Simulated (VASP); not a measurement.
# Se (R-3) in VASP: a series of runs, part 3 of 3

VASP 6.6.1.

## 4. Single point, r2SCAN (epitaxial xy strain -2.0%)

Input file POSCAR:

```
Se
1.0
    5.5116924298      3.1821771080      1.5289033218
   -5.5116924298      3.1821771080      1.5289033218
    0.0000000000     -6.3643542161      1.5289033217
Se
6
Direct
    0.8379622184      0.7133473412      0.0882442606
    0.7133473412      0.0882442606      0.8379622184
    0.0882442606      0.8379622184      0.7133473412
    0.1620377816      0.2866526588      0.9117557394
    0.2866526588      0.9117557394      0.1620377816
    0.9117557394      0.1620377816      0.2866526588
```

Input file INCAR.step1:

```
SYSTEM = Se
  PREC = Accurate
  ENCUT = 520
  ISMEAR = 0
  SIGMA = 0.01
  LREAL = .False.
  LASPH = .True.
  NELM = 100
  NBANDS = 27
  GGA = PE
  ALGO = Normal
  EDIFF = 1E-4
  LWAVE = .True.
  LCHARG = .False.
```

Input file INCAR.step2:

```
SYSTEM = Se
  PREC = Accurate
  ENCUT = 520
  EDIFF = 1E-7
  ISMEAR = 0
  SIGMA = 0.01
  LREAL = .False.
  LASPH = .True.
  NELM = 100
  ALGO = Normal
  ISIF = 2
  LWAVE = .False.
  LCHARG = .False.
  METAGGA = R2SCAN
  LMIXTAU = .True.
  NBANDS = 27
  ISTART = 1
```

Input file KPOINTS:

```
Automatic mesh
0
Gamma
  6 6 6
  0 0 0
```

Potentials or basis: VASP PAW PBE potentials, release 64 (Se).

The run is started by

```sh
$ cat potpaw_PBE.64/Se/POTCAR > POTCAR
$ cp INCAR.step1 INCAR
$ mpirun -np 1 vasp_std > vasp.out
$ cp INCAR.step2 INCAR
$ mpirun -np 1 vasp_std > vasp.out
```

OUTCAR:

```text
SYSTEM = Se
   PREC = Accurate
   ENCUT = 520
   EDIFF = 1E-7
   ISMEAR = 0
   LREAL = .False.
   LASPH = .True.
   NELM = 100
   ISIF = 2
   METAGGA = R2SCAN
   ISTART = 1

 ion  position               nearest neighbor table
   1  0.838  0.713  0.088-   5 2.38   6 2.38
   2  0.713  0.088  0.838-   4 2.38   6 2.38
   3  0.088  0.838  0.713-   4 2.38   5 2.38
   4  0.162  0.287  0.912-   2 2.38   3 2.38
   5  0.287  0.912  0.162-   1 2.38   3 2.38
   6  0.912  0.162  0.287-   1 2.38   2 2.38

  LATTYP: Found a trigonal (rhomboedric) cell.
 ALAT       =     6.5454220609
 COS(alpha) =    -0.4181580449

  Lattice vectors:

 A1 = (   5.5116924298,   3.1821771080,   1.5289033218)
 A2 = (  -5.5116924298,   3.1821771080,   1.5289033218)
 A3 = (   0.0000000000,  -6.3643542161,   1.5289033217)

Analysis of symmetry for initial positions (statically):
=====================================================================
 Subroutine PRICEL returns:
 Original cell was already a primitive cell.

 Routine SETGRP: Setting up the symmetry group for a
 trigonal (rhombohedral) supercell.

 Subroutine GETGRP returns: Found  6 space group operations
 (whereof  6 operations were pure point group operations)
 out of a pool of 12 trial point group operations.

The static configuration has the point symmetry S_6 .

Analysis of symmetry for dynamics (positions and initial velocities):
=====================================================================
 Subroutine PRICEL returns:
 Original cell was already a primitive cell.

 Routine SETGRP: Setting up the symmetry group for a
 trigonal (rhombohedral) supercell.

 Subroutine GETGRP returns: Found  6 space group operations
 (whereof  6 operations were pure point group operations)
 out of a pool of 12 trial point group operations.

The dynamic configuration has the point symmetry S_6 .

 Subroutine INISYM returns: Found  6 space group operations
 (whereof  6 operations are pure point group operations),
 and found     1 'primitive' translations

----------------------------------------------------------------------------------------

                                     Primitive cell

  volume of cell :     160.8943

  direct lattice vectors                    reciprocal lattice vectors
     5.511692430  3.182177108  1.528903322     0.090716238  0.052375044  0.218021198
    -5.511692430  3.182177108  1.528903322    -0.090716238  0.052375044  0.218021198
     0.000000000 -6.364354216  1.528903322     0.000000000 -0.104750088  0.218021198

  length of vectors
     6.545422061  6.545422061  6.545422061     0.241879771  0.241879771  0.241879771

  position of ions in fractional coordinates (direct lattice)
     0.837962218  0.713347341  0.088244261
     0.713347341  0.088244261  0.837962218
     0.088244261  0.837962218  0.713347341
     0.162037782  0.286652659  0.911755739
     0.286652659  0.911755739  0.162037782
     0.911755739  0.162037782  0.286652659

  ion indices of the primitive-cell ions
   primitive index   ion index
                 1           1
                 2           2
                 3           3
                 4           4
                 5           5
                 6           6

----------------------------------------------------------------------------------------

 KPOINTS: Automatic mesh

Automatic generation of k-mesh.
 Grid dimensions read from file:
 generate k-points for:    6    6    6

 Generating k-lattice:

  Cartesian coordinates                     Fractional coordinates (reciprocal lattice)
     0.015119373  0.008729174  0.036336866     0.166666667  0.000000000  0.000000000
    -0.015119373  0.008729174  0.036336866     0.000000000  0.166666667  0.000000000
     0.000000000 -0.017458348  0.036336866    -0.000000000 -0.000000000  0.166666667

  Length of vectors
     0.040313295  0.040313295  0.040313295

  Shift w.r.t. Gamma in fractional coordinates (k-lattice)
     0.000000000  0.000000000  0.000000000

 Subroutine IBZKPT returns following result:
 ===========================================

 Found     40 irreducible k-points:

 Following reciprocal coordinates:
            Coordinates               Weight
  0.000000  0.000000  0.000000      1.000000
  0.166667 -0.000000 -0.000000      6.000000
  0.333333 -0.000000  0.000000      6.000000
  0.500000 -0.000000  0.000000      3.000000
  0.166667  0.166667 -0.000000      6.000000
  0.333333  0.166667  0.000000      6.000000
[... 16 lines left out ...]
  0.333333  0.333333  0.166667      6.000000
  0.500000  0.333333  0.166667      6.000000
 [... further k-points ...]
   k-points           NKPTS =     40   k-points in BZ     NKDIM =     40   number of bands    NBANDS=     27
   number of dos      NEDOS =    301   number of ions     NIONS =      6
   total plane-waves  NPLWV = 125000
   dimension x,y,z NGX =    50 NGY =   50 NGZ =   50
   dimension x,y,z NGXF=   100 NGYF=  100 NGZF=  100
   ions per type =               6
   NGX,Y,Z   is equivalent  to a cutoff of  12.70, 12.70, 12.70 a.u.
   NGXF,Y,Z  is equivalent  to a cutoff of  25.40, 25.40, 25.40 a.u.
 SYSTEM =  Se
   PREC   = accura    normal or accurate (medium, high low for compatibility)
   ISTART =      1    job   : 0-new  1-cont  2-samecut
   ICHARG =      0    charge: 1-file 2-atom 10-const
   ISPIN  =      1    spin polarized calculation?
   LNONCOLLINEAR =      F non collinear calculations
   LSORBIT =      F    spin-orbit coupling
   LASPH  =      T    aspherical Exc in radial PAW
   ENCUT  =  520.0 eV  38.22 Ry    6.18 a.u.  12.17 12.17 12.17*2*pi/ulx,y,z
   NELM   =    100;   NELMIN=  2; NELMDL=  0     # of ELM steps
   EDIFF  = 0.1E-06   stopping-criterion for ELM
   LREAL  =      F    real-space projection
   EDIFFG = 0.1E-05   stopping-criterion for IOM
   NSW    =      0    number of steps for IOM
   IBRION =     -1    ionic relax: 0-MD 1-quasi-New 2-CG
   NFREE  =      0    steps in history (QN), initial steepest desc. (CG)
   ISIF   =      2    stress and relaxation
   ISYM   =      2    0-nonsym 1-usesym 2-fastsym
   POTIM  = 0.5000    time-step for ionic-motion
   TEBEG  =    0.0;   TEEND  =   0.0 temperature during run
   PSTRESS=    0.0 pullay stress
   NELECT =      36.0000    total number of electrons
   NUPDOWN=      -1.0000    fix difference up-down
   EMIN   =  10.00;   EMAX   =-10.00  energy-range for DOS
   EFERMI =   0.00;   METHOD = LEGACY
   ISMEAR =     0;   SIGMA  =   0.01  broadening in eV -4-tet -1-fermi 0-gaus
   EFERMI_NEDOS =   21; number of points for ismear=-14 and -15
   IALGO  =     38    algorithm
   IMIX   =      4    mixing-type and parameters
     AMIX     =   0.40;   BMIX     =  1.00
     AMIX_MAG =   1.60;   BMIX_MAG =  1.00
  volume/ion in A,a.u.               =      26.82       180.96
  Fermi-wavevector in a.u.,A,eV,Ry     =   0.993868  1.878139 13.439481  0.987774
  Thomas-Fermi vector in A             =   2.125780
   LORBIT       =      0    0 simple, 1 ext, 2 COOP (PROOUT), +10 PAW based schemes
   METAGGA = R2SCAN    functional components
   LHFCALC =     F    Hartree Fock is set to
   AEXX    =    0.0000 exact exchange contribution
   IVDW    =     0    specifies the selected vdW correction
   LEPSILON=     F    determine dielectric tensor
   LRPA    =     F    only Hartree local field effects (RPA)
 non-spin polarized calculation
 Gauss-broadening in eV      SIGMA  =   0.01
  energy-cutoff  :      520.00
  volume of cell :      160.89
 maximum number of plane-waves:      4356
 NGX is ok and might be reduce to    50
   NGX = 25   NGY = 25   NGZ = 25

 number of electron      35.9999998 magnetization

 Free energy of the ion-electron system (eV)
  ---------------------------------------------------
  ext. energy  EPLUGINS =         0.00000000
  ---------------------------------------------------
  free energy    TOTEN  =       -85.65608093 eV

  energy without entropy =      -85.65608093  energy(sigma->0) =      -85.65608093

 E-fermi :   2.1590     XC(G=0):  -9.3402

 val. band max:        2.1014573967   @ k =  -0.1667   0.5000   0.1667
 cond. band min:       3.7501602779   @ k =   0.3333  -0.1667  -0.3333
 fundamental gap:      1.6487028812
 Fermi energy:         2.1589865762

 k-point     1 :       0.0000    0.0000    0.0000
  band No.  band energies     occupation
      1     -14.1324      2.00000
      2     -12.1548      2.00000
      3     -12.1548      2.00000
      4      -9.9493      2.00000
      5      -9.9493      2.00000
      6      -8.4405      2.00000
[... 709 lines left out ...]
     26       8.6643      0.00000
     27       9.2127      0.00000

 [... further k-points ...]
[... 5 lines left out ...]
  --------------------------------------------------------------------------------------
  -------------------------------------------------------------------------------------
  Total        1.4580613      1.4580613      0.9462816     -0.0000014     -0.0000000      0.0000000
  in kB       14.5193028     14.5193028      9.4230259     -0.0000144     -0.0000000      0.0000000
  external PRESSURE =      12.8205438 kB  Pullay stress =       0.0000000 kB

 VOLUME and BASIS-vectors are now :
 -----------------------------------------------------------------------------
  energy-cutoff  :      520.00
  volume of cell :      160.89
      direct lattice vectors                 reciprocal lattice vectors
     5.511692430  3.182177108  1.528903322     0.090716238  0.052375044  0.218021198
    -5.511692430  3.182177108  1.528903322    -0.090716238  0.052375044  0.218021198
     0.000000000 -6.364354216  1.528903322     0.000000000 -0.104750088  0.218021198

 POSITION                                       TOTAL-FORCE (eV/Angst)
 -----------------------------------------------------------------------------------
      0.68684      4.37492      2.50672        -0.005523      0.028298      0.034074
      3.44538     -2.78228      2.50672         0.027269     -0.009366      0.034074
     -4.13221     -1.59264      2.50672        -0.021746     -0.018932      0.034074
     -0.68684     -4.37492      2.07999         0.005523     -0.028298     -0.034074
     -3.44538      2.78228      2.07999        -0.027269      0.009366     -0.034074
      4.13221      1.59264      2.07999         0.021746      0.018932     -0.034074
 -----------------------------------------------------------------------------------
    total drift:                                0.000000      0.000000     -0.000000

  FREE ENERGIE OF THE ION-ELECTRON SYSTEM (eV)
  ---------------------------------------------------
  free  energy   TOTEN  =       -85.6560809344 eV

  energy  without entropy=      -85.6560809344  energy(sigma->0) =      -85.65608093
```

Wall time 42 min (1 thread of AMD EPYC, shared host); peak memory 0.39 GiB.

What came out:

| Quantity | Value |
| --- | --- |
| Free energy | -85.6561 eV |
| Pressure | 1.3 GPa |
| Largest force | 0.045 eV/Å |
| Band gap on the k mesh | 1.65 eV (least direct gap 1.75 eV) |

Forces on the atoms (eV/Å):
```
Se  -0.006  0.028  0.034
Se   0.027 -0.009  0.034
Se  -0.022 -0.019  0.034
Se   0.006 -0.028 -0.034
Se  -0.027  0.009 -0.034
Se   0.022  0.019 -0.034
```

Stress tensor (GPa, compression positive):
```
1.45 0.00 0.00
0.00 1.45 0.00
0.00 0.00 0.94
```

Caveat: the cell differs from its parent crystal (epitaxial xy strain -2.0%); the PAW data sets were made with another functional, which shifts forces and pressure a little. A k mesh can miss the band edges.

## 5. Overview

| level | cell | smearing | gap on the mesh (eV) | pressure (GPa) | largest force (eV/Å) |
| --- | --- | --- | --- | --- | --- |
| PBE | a = 6.663 Å, angles 115.2°, 6 atoms, atomic positions A | fermi-dirac 0.02 eV | 1.23 | 2.4 | 0.36 |
| r2SCAN | a = 6.475 Å, angles 115.2°, 6 atoms, atomic positions B | gaussian 0.01 eV | 1.52 | 2.8 | 0.04 |
| r2SCAN | a = 6.545 Å, angles 114.7°, 6 atoms, atomic positions C | gaussian 0.01 eV | 1.65 | 1.3 | 0.04 |

Alike in all rows: task single point; potentials or basis VASP PAW PBE potentials, release 64 (Se); no spin polarisation; k mesh 6 × 6 × 6; cutoff (eV) 520.

Caveats: the PAW data sets were made with another functional, which shifts forces and pressure a little (at least some runs); this functional lacks dispersion, which holds the molecules together, so the pressure and a relaxed volume are unreliable (at least some runs).

Total energies depend on the potentials used, so only differences within one code and one set of settings carry meaning.
